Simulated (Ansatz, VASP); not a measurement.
**P in VASP and in Ansatz**

```
P
1.0
     2.63969    0.00000    0.00000
    -1.31985    2.28604    0.00000
     0.00000    0.00000    9.91699
P
4
Direct
  0.00000 0.00000 0.00000
  0.00000 0.00000 0.50000
  0.33333 0.66667 0.25000
  0.66667 0.33333 0.75000
```

Alike in both runs: functional RPBE; k mesh 13 × 13 × 4; occupations fermi-dirac, width 0.1 eV; no spin polarisation.

Ansatz relaxed the structure, and its values are those at the end. VASP's run is a single point on that final structure, the one shown.

|  | VASP | Ansatz |
| --- | --- | --- |
| version | VASP 6.6.1 | Ansatz 0.2.0 |
| potentials or method | VASP PAW PBE potentials, release 64 (P), cutoff 520 eV | plane waves (420 eV) with PAW, scalar-relativistic |
| valence electrons in the cell | 20 | 20 |

VASP gave:

```
pressure (GPa) : -0.5
```

Estimate Ansatz's values.

pressure (GPa): 0.0.

VASP's potentials were made for PBE, not for RPBE.
